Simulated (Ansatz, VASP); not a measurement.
**Two plane-wave programs on BN**

Contents of INCAR:

```
SYSTEM = BN
PREC     = Accurate       ! precision mode
ENCUT    = 520            ! plane-wave cutoff, eV
EDIFF    = 1E-7           ! SCF threshold, eV
ISMEAR   = 0              ! smearing method
SIGMA    = 0.01           ! smearing width, eV
LREAL    = .False.        ! projectors in reciprocal space
LASPH    = .True.         ! aspherical terms in the spheres
NELM     = 80             ! most SCF steps
ALGO     = Normal         ! electronic algorithm
ISIF     = 2              ! what is computed and relaxed
LWAVE    = .False.        ! write WAVECAR
LCHARG   = .False.        ! write CHGCAR
GGA      = PS             ! functional
NBANDS   = 11             ! bands
```

Contents of KPOINTS:

```
regular mesh
0
Gamma
  6 6 6
  0 0 0
```

File POSCAR:

```
BN
1.0
    0.0217300000      1.8280400000      1.7996700000
    1.8502600000      0.0250400000      1.7963600000
    1.8429000000      1.8173800000      0.0323900000
B N
1 1
Direct
    0.0436000000      0.9591100000      0.9710600000
    0.2420700000      0.2847600000      0.2336700000
```

Input for Ansatz:

```yaml
crystal:
  lattice:
    - [0.02173, 1.82804, 1.79967]
    - [1.85026, 0.02504, 1.79636]
    - [1.8429, 1.81738, 0.03239]
  atoms:
    - { symbol: B, position: [0.0436, 0.95911, 0.97106] }
    - { symbol: "N", position: [0.24207, 0.28476, 0.23367] }
basis:
  ecutwfc: 540.0
  xc_grid: 2
kpoints:
  mp_grid:
    grid: [6, 6, 6]
hamiltonian:
  xc: pbesol
scf:
  convergence:
    dr2_threshold: 1.0e-09
  occupations:
    method: fixed
output:
  forces: true
  stress: true
```

Alike in both runs: task single point; functional PBEsol; k mesh 6 × 6 × 6; no spin polarisation.

|  | VASP | Ansatz |
| --- | --- | --- |
| version | VASP 6.6.1 | Ansatz 0.2.0 |
| potentials or method | VASP PAW PBE potentials, release 64 (B, N), cutoff 520 eV | plane waves, PAW |
| occupations | gaussian, width 0.01 eV | fixed |
| valence electrons in the cell | 8 | 8 |

|  | VASP | Ansatz | Ansatz less VASP |
| --- | --- | --- | --- |
| pressure (GPa) | 9.7 | 9.2 | -0.46 |
| traceless stress, the component that is largest in VASP (GPa) | -16.26 | -15.81 | +0.448 |
| rms of the force components (eV/Å) | 3.011 | 2.999 | -0.0120 |

VASP's potentials were made for PBE, not for PBEsol. Atom by atom the forces differ by 0.013 eV/Å (rms over components). Ansatz's warnings: stress scf threshold loose.

The k mesh is coarse, so the values compare programs but aren't converged.
